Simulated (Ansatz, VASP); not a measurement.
Ge: VASP beside Ansatz

File INCAR:

```
ALGO = Normal
DIPOL = 0.5 0.5 0.375
EDIFF = 1E-7
ENCUT = 520
GGA = PE
IDIPOL = 3
ISIF = 2
ISMEAR = 0
IVDW = 12
LASPH = T
LCHARG = T
LDIPOL = T
LELF = T
LREAL = F
LVACPOTAV = T
LVHAR = T
LWAVE = F
NBANDS = 36
NELM = 60
PREC = Accurate
SIGMA = 0.1
```

The input KPOINTS:

```
k-points
0
Gamma
  9 9 1
```

POSCAR

```
Ge
1.0
    4.0226895460      0.0000000000      0.0000000000
   -2.0113447730      3.4837513384      0.0000000000
    0.0000000000      0.0000000000     18.8685220369
Ge
4
Direct
    0.3333333333      0.6666666667      0.2747571330
    0.6666666667      0.3333333333      0.2384924474
    0.0000000000      1.0000000000      0.5108254912
    0.3333333333      0.6666666667      0.4745608056
```

Input for Ansatz:

```yaml
crystal:
  lattice:
    - [4.022689546, 0.0, 0.0]
    - [-2.011344773, 3.4837513384, 0.0]
    - [0.0, 0.0, 18.8685220369]
  atoms:
    - { symbol: Ge, position: [0.3333333333, 0.6666666667, 0.274757133] }
    - { symbol: Ge, position: [0.6666666667, 0.3333333333, 0.2384924474] }
    - { symbol: Ge, position: [0.0, 1.0, 0.5108254912] }
    - { symbol: Ge, position: [0.3333333333, 0.6666666667, 0.4745608056] }
basis:
  ecutwfc: 420
kpoints:
  mp_grid: { grid: [9, 9, 1] }
hamiltonian:
  xc: pbe
  pseudopotentials: { kind: paw, azcp: { folder: soft_1 } }
  dispersion: d3bj
scf:
  occupations: { method: gaussian, width: 0.1 }
output:
  forces: true
  eigenvalues: true
efield:
  axis: 3
  dipole_correction: true
  ramp_width: 0.04
```

Alike in both runs: task single point; functional PBE; dispersion D3(BJ); k mesh 9 × 9 × 1; occupations gaussian, width 0.1 eV; no spin polarisation.

```csv
,VASP,Ansatz
version,VASP 6.6.1,Ansatz 0.2.0
potentials or method,"VASP PAW PBE potentials, release 64 (Ge_d), cutoff 520 eV","scalar-relativistic, plane waves, PAW"
valence electrons in the cell,56,56
```

|  | VASP | Ansatz | Ansatz less VASP |
| --- | --- | --- | --- |
| gap on the k mesh at the Fermi level (eV) | none | none | - |
| rms of the force components (eV/Å) | 0.125 | 0.124 | -0.0002 |
| work function, face that differs most (eV) | 4.49 | 4.49 | 0.000 |

Atom by atom the forces differ by 0.001 eV/Å (rms over components). A gap of «none» marks a metal or a gap that the smearing closes.
